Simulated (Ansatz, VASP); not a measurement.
# Two plane-wave programs on ZnSe

```
CELL_PARAMETERS angstrom
0.00000 2.86644 2.86644
2.86644 0.00000 2.86644
2.86644 2.86644 0.00000
ATOMIC_POSITIONS crystal
Zn 0.00000 0.00000 0.00000
Se 0.25000 0.25000 0.25000
```

Alike in both runs: functional PBE; k mesh 8 × 8 × 8; occupations gaussian, width 0.02 eV; no spin polarisation.

Ansatz relaxed the structure, and its values are those at the end. VASP's run is a single point on that final structure, the one shown.

```csv
,VASP,Ansatz
version,VASP 6.6.1,Ansatz 0.2.0
potentials or method,"VASP PAW PBE potentials, release 64 (Zn, Se), cutoff 500 eV","scalar-relativistic, plane waves, PAW"
valence electrons in the cell,18,28
```

```csv
,VASP,Ansatz,Ansatz less VASP
gap on the k mesh at the Fermi level (eV),1.15,1.15,-0.001
least direct gap on the mesh (eV),1.15,1.15,-0.001
pressure (GPa),0.2,0.0,-0.20
```

The functional is the same, so the differences come from potentials, cutoffs and numerics. VASP's potentials hold 18 valence electrons a cell and Ansatz's 28, so a difference there can come from the potentials and not from the codes.
